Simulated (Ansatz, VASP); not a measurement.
**Si: VASP beside Ansatz**

```xyz
2
Lattice="0.0000 2.7010 2.7010 2.7010 0.0000 2.7010 2.7010 2.7010 0.0000" Properties=species:S:1:pos:R:3 pbc="T T T"
Si    0.0000    0.0000    0.0000
Si    1.3505    1.3505    1.3505
```

Alike in both runs: functional LDA; k mesh 8 × 8 × 8; occupations gaussian, width 0.02 eV; no spin polarisation.

Ansatz relaxed the structure, and its values are those at the end. VASP's run is a single point on that final structure, the one shown.

|  | VASP | Ansatz |
| --- | --- | --- |
| version | VASP 6.6.1 | Ansatz 0.2.0 |
| potentials or method | VASP PAW LDA potentials, release 64 (Si), cutoff 500 eV | scalar-relativistic, plane waves, PAW |
| valence electrons in the cell | 8 | 8 |

VASP gave:

```
gap on the k mesh at the Fermi level (eV) : 0.49
least direct gap on the mesh (eV)         : 2.53
pressure (GPa)                            : 0.1
```

Task: Which values does Ansatz return?

Result: gap on the k mesh at the Fermi level (eV): 0.49; least direct gap on the mesh (eV): 2.53; pressure (GPa): 0.0.

LDA's correlation is that of Perdew and Zunger in VASP and of Perdew and Wang (1992) in Ansatz.
